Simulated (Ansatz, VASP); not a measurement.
**Two plane-wave programs on BN**

```
B N
1.0
     2.54395    0.00000    0.00000
    -1.27198    2.20313    0.00000
     0.00000    0.00000    4.35467
B N
2 2
Direct
  0.33333 0.66667 0.99929
  0.66667 0.33333 0.49929
  0.33333 0.66667 0.37571
  0.66667 0.33333 0.87571
```

Change from the starting cell: uniaxial_z strain +3.5%.

Alike in both runs: task single point; functional r2SCAN; k mesh 12 × 12 × 6; no spin polarisation.

|  | VASP | Ansatz |
| --- | --- | --- |
| version | VASP 6.6.1 | Ansatz 0.2.0 |
| potentials or method | VASP PAW PBE potentials, release 64 (B_h, N_h) | plane waves, PAW |
| plane-wave cutoff (eV) | 910 | 500 |
| occupations | gaussian, width 0.01 eV | fixed |
| valence electrons in the cell | 16 | 16 |

|  | VASP | Ansatz | Ansatz less VASP |
| --- | --- | --- | --- |
| gap on the k mesh at the Fermi level (eV) | 5.78 | 5.80 | +0.016 |

VASP's potentials were made for PBE, not for r2SCAN.

Noted on VASP's run: the cutoff is short for stress, so the pressure is rough.
